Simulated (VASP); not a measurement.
# Te: single point with PBE

Te:

```
Te
1.0
     2.23473    1.29022    1.89058
    -2.23473    1.29022    1.89058
     0.00000   -2.58044    1.89058
Te
1
Direct
  0.50000 0.50000 0.50000
```

```json
{"Program": "VASP 6.6.1", "Task": "single point", "Functional": "PBE", "Potentials or basis": "VASP PAW PBE potentials, release 64 (Te)", "Cutoff": "520 eV", "k mesh": "15 × 15 × 15", "Occupations": "gaussian, width 0.15 eV", "Spin": "no spin polarisation", "Dipole correction": "no", "Further INCAR settings": "ALGO = Normal; EDIFF = 1e-06; NBANDS = 9"}
```

```
Pressure               : -0.1 GPa
Band gap on the k mesh : zero (bands 3 and 4 overlap by 5.30 eV)
```

Stress tensor (GPa, compression positive):
```
 0.01  0.00  0.00
 0.00  0.01  0.00
 0.00  0.00 -0.20
```

Levels at points of the mesh, in eV from the Fermi level:
```
           k point  band 1  band 2  band 3  band 4  band 5  band 6  band 7  band 8
(0.00, 0.00, 0.00)  -13.59    1.15    1.15    1.31    6.07    6.07    6.51   17.32
```

Run time: 52 s on 1 thread of Intel Xeon 8259CL, on a shared host, peak memory 0.22 GiB.

Caveat: spin-orbit coupling is left out, which moves the levels of the heavy elements.
